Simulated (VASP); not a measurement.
A run of VASP 6.6.1 is set up as follows.

Contents of INCAR:

```
SYSTEM = Cd4Se
  ALGO = Normal
  EDIFF = 1E-6
  ENCUT = 520
  GGA = PE
  ISIF = 2
  ISMEAR = 0
  LASPH = .True.
  LCHARG = .False.
  LREAL = .False.
  LWAVE = .False.
  NBANDS = 35
  NELM = 80
  PREC = Accurate
  SIGMA = 0.2
```

KPOINTS

```
k-points
0
Gamma
  4 4 3
  0 0 0
```

The input POSCAR:

```
Cd4Se
1.0
    4.3263075821      0.0000000000      0.0000000000
    0.0000000000      4.3263075821      0.0000000000
    0.0000000000      0.0000000000      7.5735059135
Cd Se
4 1
Direct
    0.5000000000      0.0000000000      0.7827036378
    0.0000000000      0.5000000000      0.2172963622
    0.0000000000      0.0000000000      0.5000000000
    0.5000000000      0.5000000000      0.5000000000
    0.0000000000      0.0000000000      0.0000000000
```

Potentials or basis: VASP PAW PBE potentials, release 64 (Cd, Se).

Launch:

```sh
$ cat potpaw_PBE.64/Cd/POTCAR potpaw_PBE.64/Se/POTCAR > POTCAR
$ mpirun -np 1 vasp_std > vasp.out
```

Q: Predict the largest force.

A: 0.023 eV/Å.

Q: What does it give for the pressure?

A: 0.3 GPa.

Forces in eV/Å, atoms in the order of the input:
```
Cd   0.000  0.000 -0.023
Cd   0.000  0.000  0.023
Cd   0.000  0.000  0.000
Cd   0.000  0.000  0.000
Se   0.000  0.000  0.000
```

Caveat: the k points lie up to 0.36 Å⁻¹ apart.
